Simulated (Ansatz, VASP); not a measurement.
**Y3AlN4 in VASP and in Ansatz**

```
Y Al N
1.0
     3.40766    0.00000    0.00000
     0.00000    3.40766    0.00000
     0.00000    0.00000    9.36430
Y Al N
3 1 4
Direct
  0.50000 0.50000 0.23353
  0.00000 0.00000 0.50000
  0.50000 0.50000 0.76647
  0.00000 0.00000 0.00000
  0.00000 0.00000 0.22560
  0.50000 0.50000 0.50000
  0.00000 0.00000 0.77440
  0.50000 0.50000 0.00000
```

Alike in both runs: functional PBE; k mesh 6 × 6 × 2; occupations gaussian, width 0.1 eV; no spin polarisation.

Ansatz relaxed the structure, and its values are those at the end. VASP's run is a single point on that final structure, the one shown.

```csv
,VASP,Ansatz
version,VASP 6.6.1,Ansatz 0.2.0
potentials or method,"VASP PAW PBE potentials, release 64 (Y_sv, Al, N), cutoff 520 eV","scalar-relativistic, plane waves, PAW"
valence electrons in the cell,56,56
```

|  | VASP | Ansatz | Ansatz less VASP |
| --- | --- | --- | --- |
| gap on the k mesh at the Fermi level (eV) | 0.27 | 0.28 | +0.002 |
| least direct gap on the mesh (eV) | 0.27 | 0.28 | +0.002 |
| pressure (GPa) | -0.2 | 0.0 | +0.19 |
